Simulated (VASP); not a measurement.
A run of VASP 6.6.1:

Contents of POSCAR:

```
Te
1.0
    4.5413555111      0.0000000000      0.0000000000
   -2.2706777555      3.9329292402      0.0000000000
    0.0000000000      0.0000000000      6.0401863600
Te
3
Direct
    0.7310000000      0.7310000000      0.0000000000
    0.0000000000      0.2690000000      0.6666666667
    0.2690000000      0.0000000000      0.3333333333
```

File INCAR.step1:

```
  PREC = Accurate
  ENCUT = 520
  ISMEAR = -1
  SIGMA = 0.05
  LREAL = F
  LASPH = T
  NELM = 100
  NBANDS = 16
  GGA = PE
  ALGO = Normal
  EDIFF = 1E-4
  LWAVE = T
  LCHARG = F
```

Contents of INCAR.step2:

```
  PREC = Accurate
  ENCUT = 520
  EDIFF = 1E-6
  ISMEAR = -1
  SIGMA = 0.05
  LREAL = F
  LASPH = T
  NELM = 100
  ALGO = Normal
  ISIF = 2
  LWAVE = F
  LCHARG = F
  METAGGA = R2SCAN
  LMIXTAU = T
  NBANDS = 16
  ISTART = 1
```

File KPOINTS:

```
regular mesh
0
Gamma
  7 7 5
```

Potentials or basis: VASP PAW PBE potentials, release 64 (Te).

Command:

```bash
$ cat potpaw_PBE.64/Te/POTCAR > POTCAR
$ cp INCAR.step1 INCAR
$ mpirun -np 1 vasp_std > vasp.out
$ cp INCAR.step2 INCAR
$ mpirun -np 1 vasp_std > vasp.out
```

Hardware: 1 thread of Intel(R) Xeon(R) Platinum 8259CL CPU @ 2.50GHz (Skylake/Cascade Lake), on a shared host.

Problem. How long does it take, and how much memory?

Solution. Run time: 3.1 min on 1 thread of Intel(R) Xeon(R) Platinum 8259CL CPU @ 2.50GHz (Skylake/Cascade Lake) (shared host), peak memory 0.27 GiB. Counts: k points 32.
